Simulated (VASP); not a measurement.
# Ba (Fd-3m) in VASP: a series of runs, part 2 of 2

VASP 6.6.1.

**3. Single point, PBE**

This run uses another cell than the first one, of 55.51 Å³/atom.

File INCAR:

```
PREC = Accurate
ENCUT = 520
EDIFF = 1E-7
ISMEAR = -1
SIGMA = 0.06122561905347299
LREAL = False
LASPH = True
NELM = 100
ALGO = Fast
ISIF = 2
LWAVE = False
LCHARG = True
GGA = PE
LELF = True
LVHAR = True
NBANDS = 17
```

File KPOINTS:

```
Automatic mesh
0
Gamma
  25 25 25
```

File POSCAR:

```
Ba
1.0
    0.0000000000      3.8145710597      3.8145710597
    3.8145710597      0.0000000000      3.8145710597
    3.8145710597      3.8145710597      0.0000000000
Ba
2
Direct
    0.0000000000      0.0000000000      0.0000000000
    0.2500000000      0.2500000000      0.2500000000
```

Potentials or basis: VASP PAW PBE potentials, release 64 (Ba_sv).

The run is started by

```
cat potpaw_PBE.64/Ba_sv/POTCAR > POTCAR
mpirun -np 1 vasp_std > vasp.out
```

OUTCAR:

```text
PREC = Accurate
   ENCUT = 520
   EDIFF = 1E-7
   ISMEAR = -1
   LREAL = False
   LASPH = True
   NELM = 100
   ISIF = 2
   GGA = PE

 ion  position               nearest neighbor table
   1  0.000  0.000  0.000-   2 3.30   2 3.30   2 3.30   2 3.30
   2  0.250  0.250  0.250-   1 3.30   1 3.30   1 3.30   1 3.30

  LATTYP: Found a face centered cubic cell.
 ALAT       =     7.6291421194

  Lattice vectors:

 A1 = (   0.0000000000,   3.8145710597,   3.8145710597)
 A2 = (   3.8145710597,   0.0000000000,   3.8145710597)
 A3 = (   3.8145710597,   3.8145710597,   0.0000000000)

Analysis of symmetry for initial positions (statically):
=====================================================================
 Subroutine PRICEL returns:
 Original cell was already a primitive cell.

 Routine SETGRP: Setting up the symmetry group for a
 face centered cubic supercell.

 Subroutine GETGRP returns: Found 48 space group operations
 (whereof 24 operations were pure point group operations)
 out of a pool of 48 trial point group operations.

The static configuration has the point symmetry T_d .
 The point group associated with its full space group is O_h .

Analysis of symmetry for dynamics (positions and initial velocities):
=====================================================================
 Subroutine PRICEL returns:
 Original cell was already a primitive cell.

 Routine SETGRP: Setting up the symmetry group for a
 face centered cubic supercell.

 Subroutine GETGRP returns: Found 48 space group operations
 (whereof 24 operations were pure point group operations)
 out of a pool of 48 trial point group operations.

The dynamic configuration has the point symmetry T_d .
 The point group associated with its full space group is O_h .

 Subroutine INISYM returns: Found 48 space group operations
 (whereof 24 operations are pure point group operations),
 and found     1 'primitive' translations

[... 110 lines left out ...]
   EFERMI_NEDOS =   21; number of points for ismear=-14 and -15
   IALGO  =     68    algorithm
   IMIX   =      4    mixing-type and parameters
     AMIX     =   0.40;   BMIX     =  1.00
     AMIX_MAG =   1.60;   BMIX_MAG =  1.00
  volume/ion in A,a.u.               =      55.51       374.57
  Fermi-wavevector in a.u.,A,eV,Ry     =   0.924618  1.747275 11.631878  0.854919
  Thomas-Fermi vector in A             =   2.050384
   LORBIT       =      0    0 simple, 1 ext, 2 COOP (PROOUT), +10 PAW based schemes
   GGA     = PE    functional components
   LHFCALC =     F    Hartree Fock is set to
   AEXX    =    0.0000 exact exchange contribution
   IVDW    =     0    specifies the selected vdW correction
   LEPSILON=     F    determine dielectric tensor
   LRPA    =     F    only Hartree local field effects (RPA)
 non-spin polarized calculation
 RMM-DIIS sequential band-by-band and
  energy-cutoff  :      520.00
  volume of cell :      111.01
 maximum number of plane-waves:      3014
   NGX = 21   NGY = 21   NGZ = 21

 number of electron      19.9999998 magnetization

 Free energy of the ion-electron system (eV)
  ---------------------------------------------------
  ext. energy  EPLUGINS =         0.00000000
  ---------------------------------------------------
  free energy    TOTEN  =        -1.84567459 eV

  energy without entropy =       -1.82503742  energy(sigma->0) =       -1.83535601

 E-fermi :   1.7869     XC(G=0):  -7.6965

 val. band max:        1.7847015848   @ k =  -0.3600   0.2000   0.0000
 cond. band min:       1.7922097203   @ k =  -0.3600   0.0400   0.0000
 fundamental gap:      0.0075081355
 Fermi energy:         1.7869167760

 k-point     1 :       0.0000    0.0000    0.0000
  band No.  band energies     occupation
      1     -27.6456      2.00000
      2     -26.9075      2.00000
      3     -13.1891      2.00000
      4     -13.1891      2.00000
      5     -13.1891      2.00000
      6     -11.9683      2.00000
[... 457 lines left out ...]
      4     -13.3423      2.00000
      5     -13.1968      2.00000
      6     -11.9229      2.00000
[... 9 lines left out ...]
     16       5.5625      0.00000
     17       5.7191      0.00000

 [... further k-points ...]

------------------------ aborting loop because EDIFF is reached ----------------------------------------

  FORCE on cell =-STRESS in cart. coord.  units (eV):
  Direction    XX          YY          ZZ          XY          YZ          ZX
  --------------------------------------------------------------------------------------
  -------------------------------------------------------------------------------------
  Total        0.4305150      0.4305150      0.4305150      0.0000000      0.0000000      0.0000000
  in kB        6.2134343      6.2134343      6.2134343      0.0000000      0.0000000      0.0000000
  external PRESSURE =       6.2134343 kB  Pullay stress =       0.0000000 kB

 VOLUME and BASIS-vectors are now :
 -----------------------------------------------------------------------------
  energy-cutoff  :      520.00
  volume of cell :      111.01
      direct lattice vectors                 reciprocal lattice vectors
     0.000000000  3.814571060  3.814571060    -0.131076337  0.131076337  0.131076337
     3.814571060  0.000000000  3.814571060     0.131076337 -0.131076337  0.131076337
     3.814571060  3.814571060  0.000000000     0.131076337  0.131076337 -0.131076337

 POSITION                                       TOTAL-FORCE (eV/Angst)
 -----------------------------------------------------------------------------------
      0.00000      0.00000      0.00000         0.000000      0.000000      0.000000
      1.90729      1.90729      1.90729        -0.000000     -0.000000     -0.000000
 -----------------------------------------------------------------------------------
    total drift:                               -0.000000     -0.000000      0.000000

  FREE ENERGIE OF THE ION-ELECTRON SYSTEM (eV)
  ---------------------------------------------------
  free  energy   TOTEN  =        -1.8456745909 eV

  energy  without entropy=       -1.8250374217  energy(sigma->0) =       -1.83535601
```

stdout:

```text
POSCAR found type information on POSCAR Ba
 POSCAR found :  1 types and       2 ions
 scaLAPACK will be used
 LDA part: xc-table for (Slater+PW92), standard interpolation
 POSCAR, INCAR and KPOINTS ok, starting setup
[... 18 lines left out ...]
 num prob  num prob  num prob  num prob  num prob  num prob  num prob  num prob WARNING in EDDRMM: call to ZHEGV failed, returncode =   6  3     13
WARNING in EDDRMM: call to ZHEGV failed, returncode =   6  3      9
 num prob WARNING in EDDRMM: call to ZHEGV failed, returncode =   6  3     14
WARNING in EDDRMM: call to ZHEGV failed, returncode =   6  3     15
 num prob WARNING in EDDRMM: call to ZHEGV failed, returncode =   6  3      9
WARNING in EDDRMM: call to ZHEGV failed, returncode =   6  3      9
 num prob  num prob  num prob  num prob WARNING in EDDRMM: call to ZHEGV failed, returncode =   8  4     10
 num prob  num prob  num prob  num prob  num prob RMM:  14    -0.184567459094E+01   -0.30439E-07   -0.77541E-07 19609   0.344E-03
```

It took 5.5 min on 1 thread of Intel Xeon 6975P-C (Granite Rapids), shared host; peak memory 0.8 GiB.

What came out:

```
Free energy            : -1.8457 eV
Pressure               : 0.6 GPa
Band gap on the k mesh : zero (bands 10 and 11 overlap by 0.20 eV)
```

Caveat: spin-orbit coupling is left out, which moves the levels of the heavy elements.

**4. Single point, PBE**

This run uses another cell than the first one, of 53.24 Å³/atom.

File INCAR:

```
ALGO     = Normal         # electronic algorithm
EDIFF    = 1E-6           # SCF threshold, eV
ENCUT    = 520            # plane-wave cutoff, eV
GGA      = PE             # functional
ISIF     = 2              # what is computed and relaxed
ISMEAR   = -1             # smearing method
LASPH    = True           # aspherical terms in the spheres
LCHARG   = True           # write CHGCAR
LELF     = True           # ELF
LREAL    = False          # projectors in reciprocal space
LVHAR    = True         
LWAVE    = False          # write WAVECAR
NBANDS   = 17             # bands
NELM     = 80             # most SCF steps
PREC     = Accurate       # precision mode
SIGMA    = 0.06122561905347299 # smearing width, eV
```

File KPOINTS:

```
k-points
0
Gamma
  13 13 13
```

File POSCAR:

```
Ba
1.0
    0.0000000000      3.7619495652      3.7619495652
    3.7619495652      0.0000000000      3.7619495652
    3.7619495652      3.7619495652      0.0000000000
Ba
2
Direct
    0.0000000000      0.0000000000      0.0000000000
    0.2500000000      0.2500000000      0.2500000000
```

The run is started by

```
cat potpaw_PBE.64/Ba_sv/POTCAR > POTCAR
mpirun -np 1 vasp_std > vasp.out
```

Run time: 1.9 min. Hardware: 1 thread of Oxide Virtual Turin-like, shared host; peak memory 0.27 GiB.

The run converged. Its results:

```yaml
Free_energy: -1.8201 eV
Pressure: 1.2 GPa
Band_gap_on_the_k_mesh: zero (bands 10 and 11 overlap by 0.18 eV)
```

Levels at points of the mesh, in eV from the Fermi level:
```csv
k point,band 7,band 8,band 9,band 10,band 11,band 12,band 13,band 14
"(0.00, 0.00, 0.00)",-13.65,-13.65,-2.08,0.14,0.14,1.39,1.39,1.39
```

Caveat: spin-orbit coupling is left out, which moves the levels of the heavy elements.

**5. Single point, PBE**

This run uses another cell than the first one, of 54.37 Å³/atom.

File INCAR:

```
  PREC = Accurate
  ENCUT = 520
  EDIFF = 1E-6
  ISMEAR = -1
  SIGMA = 0.06122561905347299
  LREAL = False
  LASPH = True
  NELM = 60
  ALGO = Normal
  ISIF = 2
  LWAVE = False
  LCHARG = False
  GGA = PE
  NBANDS = 17
```

File KPOINTS:

```
regular mesh
0
Gamma
  13 13 13
```

File POSCAR:

```
Ba
1.0
    0.0000000000      3.7884430407      3.7884430407
    3.7884430407      0.0000000000      3.7884430407
    3.7884430407      3.7884430407      0.0000000000
Ba
2
Direct
    0.0000000000      0.0000000000      0.0000000000
    0.2500000000      0.2500000000      0.2500000000
```

The run is started by

```
cat potpaw_PBE.64/Ba_sv/POTCAR > POTCAR
mpirun -np 1 vasp_std > vasp.out
```

Wall time 1.9 min (1 thread of Oxide Virtual Turin-like, shared host); peak memory 0.28 GiB.

The run converged. Its results:

| Property | Result |
| --- | --- |
| Free energy | -1.8347 eV |
| Pressure | 0.9 GPa |
| Band gap on the k mesh | zero (bands 10 and 11 overlap by 0.18 eV) |

Levels at points of the mesh, in eV from the Fermi level:
| k point | band 7 | band 8 | band 9 | band 10 | band 11 | band 12 | band 13 | band 14 |
| --- | --- | --- | --- | --- | --- | --- | --- | --- |
| (0.00, 0.00, 0.00) | -13.70 | -13.70 | -2.10 | 0.14 | 0.14 | 1.35 | 1.35 | 1.35 |

Caveat: spin-orbit coupling is left out, which moves the levels of the heavy elements.

**6. Single point, PBE**

This run uses another cell than the first one, of 54.37 Å³/atom.

File INCAR:

```
SYSTEM = Ba
PREC = Accurate ; ENCUT = 520
EDIFF = 1E-6 ; ISMEAR = -1
SIGMA = 0.06122561905347299 ; LREAL = .False.
LASPH = .True. ; NELM = 60
ALGO = Normal ; ISIF = 2
LWAVE = .False. ; LCHARG = .True.
GGA = PE ; LELF = .True.
LVHAR = .True. ; NBANDS = 17
```

File KPOINTS:

```
regular mesh
0
Gamma
  13 13 13
  0 0 0
```

POSCAR is that of step 5.

Potentials or basis: VASP PAW PBE potentials, release 64 (Ba_sv).

The run is started by

```
cat potpaw_PBE.64/Ba_sv/POTCAR > POTCAR
mpirun -np 1 vasp_std > vasp.out
```

Run time: 2.7 min. Hardware: 1 thread of Oxide Virtual Turin-like, shared host; peak memory 0.28 GiB.

The run converged. Its results:

- Free energy: -1.8347 eV
- Pressure: 0.9 GPa
- Band gap on the k mesh: zero (bands 10 and 11 overlap by 0.18 eV)

Levels at points of the mesh, in eV from the Fermi level:
```tsv
k point	band 7	band 8	band 9	band 10	band 11	band 12	band 13	band 14
(0.00, 0.00, 0.00)	-13.70	-13.70	-2.10	0.14	0.14	1.35	1.35	1.35
```

Caveat: spin-orbit coupling is left out, which moves the levels of the heavy elements.

**7. The runs side by side**

| cell | k mesh | gap on the mesh (eV) | pressure (GPa) |
| --- | --- | --- | --- |
| a = 5.503 Å, angles 60.0°, 2 atoms | 13 × 13 × 13 | none | 0.1 |
| a = 5.395 Å, angles 60.0°, 2 atoms | 25 × 25 × 25 | none | 0.6 |
| a = 5.320 Å, angles 60.0°, 2 atoms | 13 × 13 × 13 | none | 1.2 |
| a = 5.358 Å, angles 60.0°, 2 atoms | 13 × 13 × 13 | none | 0.9 |

Alike in all rows: task single point; level PBE; potentials or basis VASP PAW PBE potentials, release 64 (Ba_sv); no spin polarisation; cutoff (eV) 520; smearing fermi-dirac 0.0612256 eV.

Caveats: spin-orbit coupling is left out, which moves the levels of the heavy elements.

Total energies depend on the potentials used, so only differences within one code and one set of settings carry meaning.

The gap in the log of VASP goes by the Fermi energy; the results here count the filled bands.